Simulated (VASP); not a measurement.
**CaO: G0W0 quasiparticle levels with PBE**

The system is CaO.

```
Ca O
1.0
     0.00000    2.39755    2.39755
     2.39755    0.00000    2.39755
     2.39755    2.39755    0.00000
Ca O
1 1
Direct
  0.00000 0.00000 0.00000
  0.50000 0.50000 0.50000
```

| Quantity | Value |
| --- | --- |
| Program | VASP 6.6.1 |
| Task | G0W0 quasiparticle levels |
| Functional | PBE |
| Potentials or basis | VASP PAW PBE potentials, release 64 (Ca_sv_GW, O_GW) |
| Cutoff | 500 eV |
| k mesh | 6 × 6 × 6 |
| Occupations | gaussian, width 0.01 eV |
| Spin | no spin polarisation |
| Dipole correction | no |
| GW scheme | G0W0 |
| GW iterations | 1 |
| Cutoff of the response function | 180 |
| Frequency points | 96 |
| Empty bands | 151 |
| Further INCAR settings | ALGO = EVGW0; EDIFF = 1e-08; NBANDS = 159 |

The quasiparticle gap is 5.90 eV and the least direct quasiparticle gap is 6.36 eV. The band gap of the starting levels on the mesh is 3.66 eV. The least direct gap of the starting levels on the mesh is 4.03 eV.

Wall time 8.5 min on 1 thread of AMD EPYC 9R45 96-Core Processor (Zen 5), with other jobs on the host, peak memory 0.73 GiB.

Caveat: the k points lie up to 0.38 Å⁻¹ apart; bands, screening cutoff and mesh are small and nothing is extrapolated, so the quasiparticle values aren't converged.
